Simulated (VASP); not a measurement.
# Li3NbP2 (P6/mmm) in VASP: a series of runs

Li3NbP2 is run at these levels: PBE; tasks: single point, relaxation of cell and atoms.

All numbers are computed with VASP 6.6.1; they aren't measurements. Logs are shortened: lines on timing, memory, paths and dates and some standing lists are left out, and cuts for length are marked.

## 1. The cell of the first run

Symmetry: P6/mmm, No. 191, hexagonal system. Conventional cell: a = 4.780 Å, b = 4.780 Å, c = 4.023 Å, α = 90.00°, β = 90.00°, γ = 120.00°. Li (site symmetry mmm) has 4 Li at 2.39 Å and 4 P at 2.44 Å and 4 Nb at 3.12 Å within 3.2 Å. Within 3.6 Å of Nb (site symmetry 6/mmm) lie 6 P at 2.76 Å and 12 Li at 3.12 Å. P (site symmetry -6m2) has 6 Li at 2.44 Å and 3 P at 2.76 Å and 3 Nb at 2.76 Å within 3.2 Å.

## 2. Single point, PBE

INCAR reads:

```
  ALGO = Normal
  EDIFF = 1E-6
  ENCUT = 520
  GGA = PE
  ISIF = 2
  ISMEAR = 0
  LASPH = True
  LCHARG = False
  LREAL = False
  LWAVE = False
  NBANDS = 25
  NELM = 100
  PREC = Accurate
  SIGMA = 0.1
```

KPOINTS reads:

```
k-points
0
Gamma
  9 9 10
```

POSCAR reads:

```
Li3NbP2
1.0
    4.7804256553      0.0000000027      0.0000000000
   -2.3902128300      4.1399700570      0.0000000000
    0.0000000000      0.0000000000      4.0231387555
Li Nb P
3 1 2
Direct
    0.0000000000      0.5000000000      0.5000000000
    0.5000000000      0.0000000000      0.5000000000
    0.5000000000      0.5000000000      0.5000000000
    0.0000000000      0.0000000000      0.0000000000
    0.3333333333      0.6666666667      0.0000000000
    0.6666666667      0.3333333333      0.0000000000
```

Potentials or basis: VASP PAW PBE potentials, release 64 (Li_sv, Nb_sv, P).

Launch:

```sh
cat potpaw_PBE.64/Li_sv/POTCAR potpaw_PBE.64/Nb_sv/POTCAR potpaw_PBE.64/P/POTCAR > POTCAR
mpirun -np 1 vasp_std > vasp.out
```

OUTCAR:

```text
EDIFF = 1E-6
   ENCUT = 520
   GGA = PE
   ISIF = 2
   ISMEAR = 0
   LASPH = True
   LREAL = False
   NELM = 100
   PREC = Accurate

 ion  position               nearest neighbor table
   1  0.000  0.500  0.500-   2 2.39   2 2.39   3 2.39   3 2.39   5 2.44   6 2.44   5 2.44   6 2.44

   2  0.500  0.000  0.500-   1 2.39   1 2.39   3 2.39   3 2.39   5 2.44   6 2.44   5 2.44   6 2.44

   3  0.500  0.500  0.500-   2 2.39   2 2.39   1 2.39   1 2.39   5 2.44   6 2.44   5 2.44   6 2.44

   4  0.000  0.000  0.000-   5 2.76   6 2.76   5 2.76   6 2.76   6 2.76   5 2.76
   5  0.333  0.667  0.000-   2 2.44   2 2.44   1 2.44   1 2.44   3 2.44   3 2.44   6 2.76   6 2.76
                             4 2.76   4 2.76   4 2.76   6 2.76
   6  0.667  0.333  0.000-   2 2.44   2 2.44   1 2.44   1 2.44   3 2.44   3 2.44   5 2.76   5 2.76
                             4 2.76   4 2.76   4 2.76   5 2.76

  LATTYP: Found a hexagonal cell.
 ALAT       =     4.7804256553
 C/A-ratio  =     0.8415858849

  Lattice vectors:

 A1 = (   4.7804256553,   0.0000000027,   0.0000000000)
 A2 = (  -2.3902128300,   4.1399700570,   0.0000000000)
 A3 = (   0.0000000000,   0.0000000000,   4.0231387555)

Analysis of symmetry for initial positions (statically):
=====================================================================
 Subroutine PRICEL returns:
 Original cell was already a primitive cell.

 Routine SETGRP: Setting up the symmetry group for a
 hexagonal supercell.

 Subroutine GETGRP returns: Found 24 space group operations
 (whereof 24 operations were pure point group operations)
 out of a pool of 24 trial point group operations.

The static configuration has the point symmetry D_6h.

Analysis of symmetry for dynamics (positions and initial velocities):
=====================================================================
 Subroutine PRICEL returns:
 Original cell was already a primitive cell.

 Routine SETGRP: Setting up the symmetry group for a
 hexagonal supercell.

 Subroutine GETGRP returns: Found 24 space group operations
 (whereof 24 operations were pure point group operations)
 out of a pool of 24 trial point group operations.

The dynamic configuration has the point symmetry D_6h.

 Subroutine INISYM returns: Found 24 space group operations
 (whereof 24 operations are pure point group operations),
 and found     1 'primitive' translations

----------------------------------------------------------------------------------------

                                     Primitive cell

  volume of cell :      79.6212

  direct lattice vectors                    reciprocal lattice vectors
     4.780425655  0.000000003  0.000000000     0.209186393  0.120773820  0.000000000
    -2.390212830  4.139970057  0.000000000    -0.000000000  0.241547641  0.000000000
     0.000000000  0.000000000  4.023138755     0.000000000  0.000000000  0.248562145

  length of vectors
     4.780425655  4.780425655  4.023138755     0.241547641  0.241547641  0.248562145

  position of ions in fractional coordinates (direct lattice)
     0.000000000  0.500000000  0.500000000
     0.500000000  0.000000000  0.500000000
     0.500000000  0.500000000  0.500000000
     0.000000000  0.000000000  0.000000000
     0.333333333  0.666666667  0.000000000
     0.666666667  0.333333333  0.000000000

  ion indices of the primitive-cell ions
   primitive index   ion index
                 1           1
                 2           2
                 3           3
                 4           4
                 5           5
                 6           6

----------------------------------------------------------------------------------------

 KPOINTS: k-points

Automatic generation of k-mesh.
 Grid dimensions read from file:
 generate k-points for:    9    9   10

 Generating k-lattice:

  Cartesian coordinates                     Fractional coordinates (reciprocal lattice)
     0.023242933  0.013419313  0.000000000     0.111111111 -0.000000000  0.000000000
    -0.000000000  0.026838627  0.000000000    -0.000000000  0.111111111  0.000000000
     0.000000000  0.000000000  0.024856215     0.000000000  0.000000000  0.100000000

  Length of vectors
     0.026838627  0.026838627  0.024856215

  Shift w.r.t. Gamma in fractional coordinates (k-lattice)
     0.000000000  0.000000000  0.000000000

 Subroutine IBZKPT returns following result:
 ===========================================

 Found     72 irreducible k-points:

 Following reciprocal coordinates:
            Coordinates               Weight
  0.000000  0.000000  0.000000      1.000000
  0.111111 -0.000000  0.000000      6.000000
  0.222222  0.000000  0.000000      6.000000
  0.333333  0.000000  0.000000      6.000000
  0.444444  0.000000  0.000000      6.000000
  0.111111  0.111111  0.000000      6.000000
[... 16 lines left out ...]
  0.333333  0.222222  0.100000     24.000000
  0.333333  0.333333  0.100000      4.000000
 [... further k-points ...]
[... 73 lines left out ...]

 k-point     1 :       0.0000    0.0000    0.0000
  band No.  band energies     occupation
      1     -48.2133      2.00000
      2     -38.5195      2.00000
      3     -38.3980      2.00000
      4     -38.3980      2.00000
      5     -24.2410      2.00000
      6     -24.2359      2.00000
[... 17 lines left out ...]
     24      12.2894      0.00000
     25      12.2894      0.00000

 k-point     2 :       0.1111   -0.0000    0.0000
  band No.  band energies     occupation
      1     -48.2132      2.00000
      2     -38.5162      2.00000
      3     -38.4012      2.00000
      4     -38.3979      2.00000
      5     -24.2409      2.00000
      6     -24.2372      2.00000
[... 17 lines left out ...]
     24      12.4310      0.00000
     25      12.7319      0.00000

 k-point     3 :       0.2222    0.0000    0.0000
  band No.  band energies     occupation
      1     -48.2132      2.00000
      2     -38.5071      2.00000
      3     -38.4104      2.00000
      4     -38.3980      2.00000
      5     -24.2407      2.00000
      6     -24.2405      2.00000
[... 17 lines left out ...]
     24      12.9305      0.00000
     25      13.2191      0.00000

 k-point     4 :       0.3333    0.0000    0.0000
  band No.  band energies     occupation
      1     -48.2131      2.00000
      2     -38.4939      2.00000
      3     -38.4237      2.00000
      4     -38.3980      2.00000
      5     -24.2442      2.00000
      6     -24.2404      2.00000
[... 17 lines left out ...]
     24      13.0402      0.00000
     25      13.2291      0.00000

 k-point     5 :       0.4444    0.0000    0.0000
  band No.  band energies     occupation
      1     -48.2130      2.00000
      2     -38.4815      2.00000
      3     -38.4363      2.00000
      4     -38.3980      2.00000
      5     -24.2466      2.00000
      6     -24.2403      2.00000
[... 17 lines left out ...]
     24      12.7020      0.00000
     25      12.8200      0.00000

 k-point     6 :       0.1111    0.1111    0.0000
  band No.  band energies     occupation
      1     -48.2132      2.00000
      2     -38.5101      2.00000
      3     -38.4074      2.00000
      4     -38.3979      2.00000
      5     -24.2407      2.00000
      6     -24.2394      2.00000
[... 17 lines left out ...]
     24      12.6173      0.00000
     25      13.2595      0.00000
[... 393 lines left out ...]
 k-point    21 :       0.4444    0.1111    0.1000
  band No.  band energies     occupation
      1     -48.2129      2.00000
      2     -38.4766      2.00000
      3     -38.4410      2.00000
      4     -38.3980      2.00000
      5     -24.2463      2.00000
      6     -24.2427      2.00000
[... 17 lines left out ...]
     24      12.1023      0.00000
     25      12.8669      0.00000

 k-point    22 :       0.2222    0.2222    0.1000
  band No.  band energies     occupation
      1     -48.2129      2.00000
      2     -38.4861      2.00000
      3     -38.4315      2.00000
      4     -38.3980      2.00000
      5     -24.2442      2.00000
      6     -24.2427      2.00000
[... 17 lines left out ...]
     24      12.1547      0.00000
     25      13.3087      0.00000

 k-point    23 :       0.3333    0.2222    0.1000
  band No.  band energies     occupation
      1     -48.2129      2.00000
      2     -38.4727      2.00000
      3     -38.4450      2.00000
      4     -38.3981      2.00000
      5     -24.2450      2.00000
      6     -24.2426      2.00000
[... 17 lines left out ...]
     24      11.4082      0.00000
     25      13.5004      0.00000

 k-point    24 :       0.3333    0.3333    0.1000
  band No.  band energies     occupation
      1     -48.2129      2.00000
      2     -38.4588      2.00000
      3     -38.4588      2.00000
      4     -38.3981      2.00000
      5     -24.2433      2.00000
      6     -24.2433      2.00000
[... 17 lines left out ...]
     24      11.0381      0.00000
     25      14.3394      0.00000

 [... further k-points ...]
[... 5 lines left out ...]
  --------------------------------------------------------------------------------------
  -------------------------------------------------------------------------------------
  Total       -0.0866846     -0.0866846     -0.0152937      0.0000000      0.0000000      0.0000000
  in kB       -1.7443113     -1.7443113     -0.3077479      0.0000000      0.0000000      0.0000000
  external PRESSURE =      -1.2654568 kB  Pullay stress =       0.0000000 kB

 VOLUME and BASIS-vectors are now :
 -----------------------------------------------------------------------------
  energy-cutoff  :      520.00
  volume of cell :       79.62
      direct lattice vectors                 reciprocal lattice vectors
     4.780425655  0.000000003  0.000000000     0.209186393  0.120773820  0.000000000
    -2.390212830  4.139970057  0.000000000    -0.000000000  0.241547641  0.000000000
     0.000000000  0.000000000  4.023138755     0.000000000  0.000000000  0.248562145

 POSITION                                       TOTAL-FORCE (eV/Angst)
 -----------------------------------------------------------------------------------
     -1.19511      2.06999      2.01157         0.000000     -0.000000      0.000000
      2.39021      0.00000      2.01157         0.000000     -0.000000      0.000000
      1.19511      2.06999      2.01157         0.000000     -0.000000      0.000000
      0.00000      0.00000      0.00000         0.000000     -0.000000      0.000000
     -0.00000      2.75998      0.00000         0.000000     -0.000000      0.000000
      2.39021      1.37999      0.00000        -0.000000      0.000000      0.000000
 -----------------------------------------------------------------------------------
    total drift:                                0.000000      0.000000      0.000000

  FREE ENERGIE OF THE ION-ELECTRON SYSTEM (eV)
  ---------------------------------------------------
  free  energy   TOTEN  =       -28.8073517720 eV

  energy  without entropy=      -28.7946487026  energy(sigma->0) =      -28.80100024
```

It took 75 s on 1 thread of Intel Xeon 6975P-C (Granite Rapids), shared host; peak memory 0.26 GiB.

What came out:

```yaml
Free_energy: -28.8074 eV
Band_gap_on_the_k_mesh: zero (band 16 reaches 8.61 eV, above the bottom of band 17 at 6.31 eV)
```

Caveat: the cutoff is under 1.25 times the usual one of these potentials, so pressure, stress and relaxed cells hold a basis-set (Pulay) error.

## 3. Relaxation of cell and atoms, PBE

This run uses another cell than the first one, of 13.98 Å³/atom, 1.054 times its volume.

INCAR reads:

```
SYSTEM = Li3NbP2
  PREC = Accurate
  ENCUT = 600
  EDIFF = 1E-7
  ISMEAR = 0
  SIGMA = 0.1
  LREAL = .False.
  LASPH = .True.
  NELM = 100
  ALGO = Normal
  ISIF = 3
  LWAVE = .False.
  LCHARG = .False.
  GGA = PE
  IBRION = 2
  NSW = 100
  EDIFFG = -0.01
```

KPOINTS reads:

```
regular mesh
0
Gamma
  9 9 10
  0 0 0
```

POSCAR reads:

```
Li3NbP2
1.0
    5.1003049900      0.0000000000      0.0000000000
   -2.5501525000      4.4169936900      0.0000000000
    0.0000000000      0.0000000000      3.7243510600
Li Nb P
3 1 2
Direct
    0.0000000000      0.5000000000      0.5000000000
    0.5000000000      0.0000000000      0.5000000000
    0.5000000000      0.5000000000      0.5000000000
    0.0000000000      0.0000000000      0.0000000000
    0.3333333300      0.6666666700      0.0000000000
    0.6666666700      0.3333333300      0.0000000000
```

Potentials or basis: VASP PAW PBE potentials, release 64 (Li_sv, Nb_sv, P).

Launch:

```sh
cat potpaw_PBE.64/Li_sv/POTCAR potpaw_PBE.64/Nb_sv/POTCAR potpaw_PBE.64/P/POTCAR > POTCAR
mpirun -np 1 vasp_std > vasp.out
```

Run time: 7.4 min. Hardware: 1 thread of Intel Xeon 6975P-C (Granite Rapids), shared host; peak memory 0.32 GiB.

It converged, with:

```
Free energy                            : -28.8138 eV
Relaxed volume                         : 13.24 Å³/atom
Relaxed cell                           : a = 4.776 Å, b = 4.776 Å, c = 4.023 Å, α = 90.00°, β = 90.00°, γ = 120.00°
Space group after relaxing (to 0.05 Å) : P6/mmm (No. 191)
Energy gained by relaxing              : 96.7 meV/atom
Ionic steps                            : 6
Pressure after relaxing                : 0.0 GPa
Band gap on the k mesh                 : zero (band 16 reaches 8.63 eV, above the bottom of band 17 at 6.33 eV)
```

Step by step:
| step | energy change (eV) | largest force (eV/Å) | pressure (GPa) | volume (Å³) |
| --- | --- | --- | --- | --- |
| 1 | 0.0000 | 0.0000 | -3.81 | 83.90 |
| 2 | -0.4764 | 0.0000 | -0.62 | 79.75 |
| 3 | -0.5593 | 0.0000 | 2.50 | 77.24 |
| 4 | -0.5804 | 0.0000 | 0.02 | 79.46 |
| 5 | -0.5804 | 0.0000 | 0.07 | 79.41 |
| 6 | -0.5805 | 0.0000 | 0.01 | 79.46 |

Final structure:
```
Li Nb P
1.0
     4.77602    0.00000    0.00000
    -2.38801    4.13615    0.00000
     0.00000    0.00000    4.02260
Li Nb P
3 1 2
Cartesian
  3.5820 2.0681 2.0113
  0.0000 4.1362 2.0113
  1.1940 2.0681 2.0113
  2.3880 4.1362 0.0000
  0.0000 2.7574 0.0000
  2.3880 1.3787 4.0226
```

Levels at points of the mesh, in eV from the Fermi level:
```
           k point  band 12  band 13  band 14  band 15  band 16  band 17  band 18  band 19  band 20
(0.00, 0.00, 0.00)    -3.63    -1.50    -1.08    -1.08     0.54     0.61     0.61     3.75     3.95
(0.00, 0.00, 0.50)    -4.85    -2.56    -0.86    -0.86    -0.05    -0.05     1.63     3.65     3.65
```

Caveat: the cutoff is under 1.25 times the usual one of these potentials, so pressure, stress and relaxed cells hold a basis-set (Pulay) error.

## 4. Single point, PBE

INCAR reads:

```
PREC = Accurate ; ENCUT = 520
EDIFF = 1E-6 ; ISMEAR = 0
SIGMA = 0.1 ; LREAL = False
LASPH = True ; NELM = 100
ALGO = Normal ; ISIF = 2
LWAVE = False ; LCHARG = False
GGA = PE ; NBANDS = 25
```

KPOINTS reads:

```
regular mesh
0
Gamma
  9 9 10
```

POSCAR reads:

```
Li3NbP2
1.0
    4.7804256553      0.0000000027      0.0000000000
   -2.3902128300      4.1399700570      0.0000000000
    0.0000000000      0.0000000000      4.0231387555
Li Nb P
3 1 2
Direct
    0.0000000000      0.5000000000      0.5000000000
    0.5000000000      0.0000000000      0.5000000000
    0.5000000000      0.5000000000      0.5000000000
    0.0000000000      0.0000000000      0.0000000000
    0.3333333333      0.6666666667      0.0000000000
    0.6666666667      0.3333333333      0.0000000000
```

Launch:

```sh
cat potpaw_PBE.64/Li_sv/POTCAR potpaw_PBE.64/Nb_sv/POTCAR potpaw_PBE.64/P/POTCAR > POTCAR
mpirun -np 1 vasp_std > vasp.out
```

Wall time 83 s (1 thread of Intel Xeon 6975P-C (Granite Rapids), shared host); peak memory 0.26 GiB.

It converged, with:

```
Free energy            : -28.8074 eV
Band gap on the k mesh : zero (band 16 reaches 8.61 eV, above the bottom of band 17 at 6.31 eV)
```

Levels at points of the mesh, in eV from the Fermi level:
| k point | band 13 | band 14 | band 15 | band 16 | band 17 | band 18 | band 19 | band 20 |
| --- | --- | --- | --- | --- | --- | --- | --- | --- |
| (0.00, 0.00, 0.00) | -1.50 | -1.08 | -1.08 | 0.54 | 0.61 | 0.61 | 3.74 | 3.74 |
| (0.00, 0.00, 0.50) | -2.56 | -0.85 | -0.85 | -0.05 | -0.05 | 1.63 | 3.64 | 3.64 |

Caveat: the cutoff is under 1.25 times the usual one of these potentials, so pressure, stress and relaxed cells hold a basis-set (Pulay) error.

## 5. Single point, PBE

This run uses another cell than the first one, of 13.98 Å³/atom, 1.054 times its volume.

INCAR reads:

```
  PREC = Accurate
  ENCUT = 520
  EDIFF = 1E-7
  ISMEAR = 0
  SIGMA = 0.1
  LREAL = F
  LASPH = T
  NELM = 80
  ALGO = Normal
  ISIF = 2
  LWAVE = F
  LCHARG = F
  GGA = PE
  NBANDS = 25
```

KPOINTS reads:

```
Automatic mesh
0
Gamma
  6 6 6
```

POSCAR reads:

```
Li3NbP2
1.0
    5.1003049900      0.0000000000      0.0000000000
   -2.5501525000      4.4169936900      0.0000000000
    0.0000000000      0.0000000000      3.7243510600
Li Nb P
3 1 2
Direct
    0.0000000000      0.5000000000      0.5000000000
    0.5000000000      0.0000000000      0.5000000000
    0.5000000000      0.5000000000      0.5000000000
    0.0000000000      0.0000000000      0.0000000000
    0.3333333300      0.6666666700      0.0000000000
    0.6666666700      0.3333333300      0.0000000000
```

Launch:

```sh
cat potpaw_PBE.64/Li_sv/POTCAR potpaw_PBE.64/Nb_sv/POTCAR potpaw_PBE.64/P/POTCAR > POTCAR
mpirun -np 1 vasp_std > vasp.out
```

It took 75 s on 1 thread of AMD EPYC 7R13 (Zen 3), shared host; peak memory 0.2 GiB.

The run converged. Its results:

| Item | Value |
| --- | --- |
| Free energy | -28.2065 eV |
| Band gap on the k mesh | zero (band 16 reaches 7.41 eV, above the bottom of band 17 at 5.75 eV) |

Levels at points of the mesh, in eV from the Fermi level:
| k point | band 14 | band 15 | band 16 | band 17 | band 18 | band 19 |
| --- | --- | --- | --- | --- | --- | --- |
| (0.00, 0.00, 0.00) | -1.51 | -1.37 | 0.82 | 0.87 | 0.87 | 2.64 |
| (0.50, 0.00, 0.00) | -1.13 | -0.63 | 0.08 | 0.68 | 0.72 | 1.94 |
| (0.00, 0.00, 0.50) | -0.95 | -0.95 | -0.18 | -0.18 | 1.94 | 2.75 |
| (0.50, 0.00, 0.50) | -1.11 | -0.99 | 0.19 | 0.69 | 0.88 | 1.04 |

Caveat: the cutoff is under 1.25 times the usual one of these potentials, so pressure, stress and relaxed cells hold a basis-set (Pulay) error.

## 6. Summary

```tsv
task	cell	k mesh	cutoff (eV)	gap on the mesh (eV)
single point	a = 4.780, b = 4.780, c = 4.023 Å, angles 90.0, 90.0, 120.0°, 6 atoms	9 × 9 × 10	520	none
relaxation of cell and atoms	relaxed from a = 5.100, b = 5.100, c = 3.724 Å, angles 90.0, 90.0, 120.0°, 6 atoms	9 × 9 × 10	600	none
single point	a = 5.100, b = 5.100, c = 3.724 Å, angles 90.0, 90.0, 120.0°, 6 atoms	6 × 6 × 6	520	none
```

Alike in all rows: level PBE; potentials or basis VASP PAW PBE potentials, release 64 (Li_sv, Nb_sv, P); no spin polarisation; smearing gaussian 0.1 eV.

Caveats: the cutoff is under 1.25 times the usual one of these potentials, so pressure, stress and relaxed cells hold a basis-set (Pulay) error.

Total energies depend on the potentials used, so only differences within one code and one set of settings carry meaning.
